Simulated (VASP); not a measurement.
BN, 4 atoms in the cell. The structure is orthorhombic, space group Cmc2_1 (No. 36). Conventional cell: a = 2.616 Å, b = 4.327 Å, c = 4.064 Å, α = 90.00°, β = 90.00°, γ = 90.00°. B (site symmetry m) has 4 N at 1.52 to 1.58 Å within 2.0 Å. N (site symmetry m) has 4 B at 1.52 to 1.58 Å within 2.0 Å.  This cell differs from its parent crystal: strain +e along x and -e along y +0.0233, strain +e along z and -e/2 along x and y -0.0267.

| Item | Value |
| --- | --- |
| Program | VASP 6.6.1 |
| Task | relaxation of the atoms |
| Functional | LDA |
| Potentials or basis | VASP PAW LDA potentials, release 64 (B, N) |
| Cutoff | 520 eV |
| k mesh | 12 × 12 × 6 |
| Occupations | gaussian, width 0.05 eV |
| Spin | no spin polarisation |
| Dipole correction | no |
| Further INCAR settings | ALGO = Normal; EDIFF = 1e-06; IBRION = 2; EDIFFG = -0.01; NSW = 50 |

Potentials or basis: VASP PAW LDA potentials, release 64 (B, N).

Launch:

```console
$ cat potpaw_LDA.64/B/POTCAR potpaw_LDA.64/N/POTCAR > POTCAR
$ mpirun -np 1 vasp_std > vasp.out
```

Hardware: 1 thread of Intel(R) Xeon(R) Platinum 8375C CPU @ 2.90GHz (Ice Lake), with other jobs on the host.

**Question.** Estimate the wall time of this run.

**Answer.** It took 79 s on 1 thread of Intel(R) Xeon(R) Platinum 8375C CPU @ 2.90GHz (Ice Lake), with other jobs on the host, peak memory 0.15 GiB. Counts: scf iterations 34, k points 172, ion steps 6.
